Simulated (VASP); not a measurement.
The system is Ga2Te3Pd.

```
CELL_PARAMETERS angstrom
6.61207 0.00000 0.00000
-3.30603 5.72622 0.00000
0.00000 0.00000 4.70461
ATOMIC_POSITIONS crystal
Ga 0.00000 0.00000 0.00000
Ga 0.66667 0.33333 0.50000
Te 0.48787 0.51213 0.00000
Te 0.48787 0.97573 0.00000
Te 0.02427 0.51213 0.00000
Pd 0.33333 0.66667 0.50000
```

The cell was built from a structure type or drawn by symmetry, and may not be a known phase.

```yaml
Program: VASP 6.6.1
Task: relaxation of cell and atoms
Functional: PBE
Potentials_or_basis: VASP PAW PBE potentials, release 64 (Ga_d, Te, Pd)
Cutoff: 600 eV
k_mesh: 3 × 3 × 4
Occupations: gaussian, width 0.1 eV
Spin: no spin polarisation
```

At the start: pressure -0.2 GPa; volume 29.69 Å³/atom.

Q: Where does the relaxation end?

A: Over 6 steps the energy falls by 113.5 meV/atom and the volume is 28.92 Å³/atom (-2.6 %); space group P-6m2 (No. 187, to 0.1 Å) before and after.

The path:
```
step  energy change (eV)  largest force (eV/Å)  pressure (GPa)  volume (Å³)
   1              0.0000                0.4588           -0.20       178.13
   2             -0.4112                0.1472           -0.58       176.80
   3             -0.6610                0.1814            0.43       172.29
   4             -0.6775                0.1715            0.04       173.35
   5             -0.6773                0.1698            0.00       173.50
   6             -0.6812                0.0320            0.12       173.50
```

Final structure:
```xyz
6
Lattice="7.0066 0.0000 0.0000 -3.5033 6.0679 0.0000 0.0000 0.0000 4.0808" Properties=species:S:1:pos:R:3 pbc="T T T"
Ga    0.0000    0.0000    0.0000
Ga    3.5033    2.0226    2.0404
Te    1.6650    3.0840    4.0808
Te    0.0000    5.9678    0.0000
Te   -1.6650    3.0840    4.0808
Pd    0.0000    4.0452    2.0404
```

Caveat: the k points lie up to 0.38 Å⁻¹ apart in the final cell, too coarse for converged energies and pressures of a metal.
